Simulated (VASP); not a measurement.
Wanted: the native input for a VASP 6.6.1 run.

```yaml
Task: single point
Functional: PBEsol
Potentials_or_basis: VASP PAW PBE potentials, release 64 (Mg, O)
Cutoff: 520 eV
k_mesh: 9 × 9 × 6
Occupations: gaussian, width 0.05 eV
Spin: no spin polarisation
Dipole_correction: no
Further_INCAR_settings: ALGO = Normal; EDIFF = 1e-06; NBANDS = 16
```

The structure of MgO lies in POSCAR:

```
MgO
1.0
    3.1300000000      0.0000000000      0.0000000000
   -1.5650000000      2.7106595138      0.0000000000
    0.0000000000      0.0000000000      4.7182000000
Mg O
2 2
Direct
    0.3333333333      0.6666666667      0.0036583380
    0.6666666667      0.3333333333      0.5036583380
    0.3333333333      0.6666666667      0.4009416620
    0.6666666667      0.3333333333      0.9009416620
```

One way to write it, as run:

INCAR

```
SYSTEM = MgO
  PREC = Accurate
  ENCUT = 520
  EDIFF = 1E-6
  ISMEAR = 0
  SIGMA = 0.05
  LREAL = .FALSE.
  LASPH = .TRUE.
  NELM = 80
  ALGO = Normal
  ISIF = 2
  LWAVE = .FALSE.
  LCHARG = .FALSE.
  GGA = PS
  NBANDS = 16
```

KPOINTS

```
regular mesh
0
G
  9 9 6
  0 0 0
```

Potentials or basis: VASP PAW PBE potentials, release 64 (Mg, O).

Launch:

```console
$ cat potpaw_PBE.64/Mg/POTCAR potpaw_PBE.64/O/POTCAR > POTCAR
$ mpirun -np 1 vasp_std > vasp.out
```

It gave:

The pressure is 29.0 GPa, the largest force is 0.341 eV/Å and the band gap on the k mesh is 4.33 eV, direct.

Caveat: the PAW data sets were made with another functional, which shifts forces and pressure a little.

Run time: 15 s on 1 thread of AMD EPYC 9R45 96-Core Processor (Zen 5) (shared host), peak memory 0.14 GiB.
